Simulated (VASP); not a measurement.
K: relaxation of cell and atoms with PBE+D4

The system is K.

```
K
1.0
    -2.69756    2.69756    2.69756
     2.69756   -2.69756    2.69756
     2.69756    2.69756   -2.69756
K
1
Cartesian
  0.0000 0.0000 0.0000
```

```
Program                : VASP 6.6.1
Task                   : relaxation of cell and atoms
Functional             : PBE
Dispersion             : D4
Potentials or basis    : VASP PAW PBE potentials, release 64 (K_sv)
Cutoff                 : 500 eV
k mesh                 : 7 × 7 × 7
Occupations            : fermi-dirac, width 0.1 eV
Spin                   : no spin polarisation
Dipole correction      : no
Further INCAR settings : ALGO = Normal; EDIFF = 1e-07; IBRION = 2; EDIFFG = -0.01; NSW = 60; ISIF = 3
```

- Relaxed volume: 70.42 Å³/atom
- Relaxed cell: a = 4.506 Å, b = 4.506 Å, c = 4.506 Å, α = 109.47°, β = 109.47°, γ = 109.47°
- Space group after relaxing (to 0.1 Å): Im-3m (No. 229)
- Energy gained by relaxing: 9.4 meV/atom
- Ionic steps: 4
- Pressure after relaxing: 0.0 GPa
- Band gap on the k mesh: zero (an odd number of electrons rules out a gap without spin polarisation)
- Dispersion energy per atom: -0.072 eV

The path:
| step | energy change (eV) | largest force (eV/Å) | pressure (GPa) | volume (Å³) |
| --- | --- | --- | --- | --- |
| 1 | 0.0000 | 0.0000 | -0.35 | 78.52 |
| 2 | -0.0038 | 0.0000 | -0.28 | 76.60 |
| 3 | -0.0090 | 0.0000 | -0.09 | 72.17 |
| 4 | -0.0094 | 0.0000 | 0.01 | 70.42 |

Final structure:
```xyz
1
Lattice="-2.6014 2.6014 2.6014 2.6014 -2.6014 2.6014 2.6014 2.6014 -2.6014" Properties=species:S:1:pos:R:3 pbc="T T T"
K    -2.6014    2.6014    2.6014
```

Levels at points of the mesh, in eV from the Fermi level:
| k point | band 1 | band 2 | band 3 | band 4 | band 5 | band 6 | band 7 | band 8 |
| --- | --- | --- | --- | --- | --- | --- | --- | --- |
| (0.00, 0.00, 0.00) | -32.11 | -15.55 | -15.55 | -15.55 | -2.22 | 4.34 | 4.34 | 4.34 |

It took 54 s on 1 thread of Intel Xeon 8259CL, with other jobs on the host, peak memory 0.21 GiB.
